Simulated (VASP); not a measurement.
RbBr: single point with PBE

Crystal: RbBr.

```xyz
2
Lattice="0.0346 3.4954 3.4954 3.4954 0.0346 3.4954 3.4954 3.4954 0.0346" Properties=species:S:1:pos:R:3 pbc="T T T"
Rb    0.0000    0.0000    0.0000
Br    3.5127    3.5127    3.5127
```

This cell differs from its parent crystal: strain along [111] +1.5%.

```json
{"Program": "VASP 6.6.1", "Task": "single point", "Functional": "PBE", "Potentials or basis": "VASP PAW PBE potentials, release 64 (Rb_sv, Br)", "Cutoff": "520 eV", "k mesh": "4 × 4 × 4", "Occupations": "gaussian, width 0.01 eV", "Spin": "no spin polarisation"}
```

```json
{"Pressure": "0.4 GPa", "Band gap on the k mesh": "4.24 eV, direct"}
```

Levels at points of the mesh, in eV from the valence-band top:
```tsv
k point	band 6	band 7	band 8	band 9	band 10	band 11
(0.00, 0.00, 0.00)	-0.02	0.00	0.00	4.24	7.18	7.29
(0.50, 0.00, 0.00)	-0.92	-0.34	-0.32	6.69	7.56	9.30
(0.50, 0.50, 0.00)	-0.47	-0.17	-0.15	5.64	6.95	8.97
(0.50, 0.50, 0.50)	-0.93	-0.31	-0.31	6.69	7.50	9.31
```

Wall time 16 s on 1 thread of Intel Xeon 6975P-C, with other jobs on the host, peak memory 0.24 GiB.

Caveat: the cell differs from its parent crystal (strain along [111] +1.5%).
